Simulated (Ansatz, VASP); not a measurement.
## Two plane-wave programs on CdAg2

INCAR

```
PREC = Accurate
ENCUT = 600
EDIFF = 1E-7
ISMEAR = 0
SIGMA = 0.1
LREAL = F
LASPH = T
NELM = 60
ALGO = Fast
ISIF = 3
LWAVE = F
LCHARG = F
GGA = PE
IBRION = 2
NSW = 100
EDIFFG = -0.01
```

Contents of KPOINTS:

```
Automatic mesh
0
Gamma
  8 8 8
```

Contents of POSCAR:

```
CdAg2
1.0
    0.0000000000      3.9307167000      3.9307167000
    3.9307167000      0.0000000000      3.9307167000
    3.9307167000      3.9307167000      0.0000000000
Cd Ag
2 4
Direct
    0.5000000000      0.5000000000      0.5000000000
    0.7500000000      0.7500000000      0.7500000000
    0.1250000000      0.1250000000      0.1250000000
    0.6250000000      0.1250000000      0.1250000000
    0.1250000000      0.1250000000      0.6250000000
    0.1250000000      0.6250000000      0.1250000000
```

Input for Ansatz:

```yaml
crystal:
  lattice:
    - [0.0, 3.9307167, 3.9307167]
    - [3.9307167, 0.0, 3.9307167]
    - [3.9307167, 3.9307167, 0.0]
  atoms:
    - { symbol: Cd, position: [0.5, 0.5, 0.5] }
    - { symbol: Cd, position: [0.75, 0.75, 0.75] }
    - { symbol: Ag, position: [0.125, 0.125, 0.125] }
    - { symbol: Ag, position: [0.625, 0.125, 0.125] }
    - { symbol: Ag, position: [0.125, 0.125, 0.625] }
    - { symbol: Ag, position: [0.125, 0.625, 0.125] }
basis:
  ecutwfc: 420
kpoints:
  mp_grid: { grid: [8, 8, 8] }
hamiltonian:
  xc: pbe
scf:
  occupations: { method: gaussian, width: 0.1 }
output:
  forces: true
  stress: true
  eigenvalues: true
relax:
  adjacent_minimum: "off"
  f_tol: 0.01
  max_steps: 80
  cell: { stress_tol: 0.05 }
```

Change from the starting cell: relaxed end of: species swapped into the SrIr2 type (Fd-3m, No. 227).

Alike in both runs: task relaxation of cell and atoms; functional PBE; k mesh 8 × 8 × 8; occupations gaussian, width 0.1 eV; no spin polarisation.

|  | VASP | Ansatz |
| --- | --- | --- |
| version | VASP 6.6.1 | Ansatz 0.2.0 |
| potentials or method | VASP PAW PBE potentials, release 64 (Cd, Ag), cutoff 600 eV | scalar-relativistic, plane waves, PAW |
| valence electrons in the cell | 68 | 116 |

```csv
,VASP,Ansatz,Ansatz less VASP
"gap on the k mesh at the Fermi level, each at its own relaxed structure (eV)",none,none,-
relaxed volume (Å³/atom),20.24,20.24,0.000
relaxed length of the cell vector where the two differ most in proportion (Å),5.559,5.559,0.0000
```

A gap of «none» marks a metal or a gap that the smearing closes. VASP's potentials hold 68 valence electrons a cell and Ansatz's 116, so a difference there can come from the potentials and not from the codes.

Noted on VASP's run: the relaxation stopped at its first step, so nothing moved.
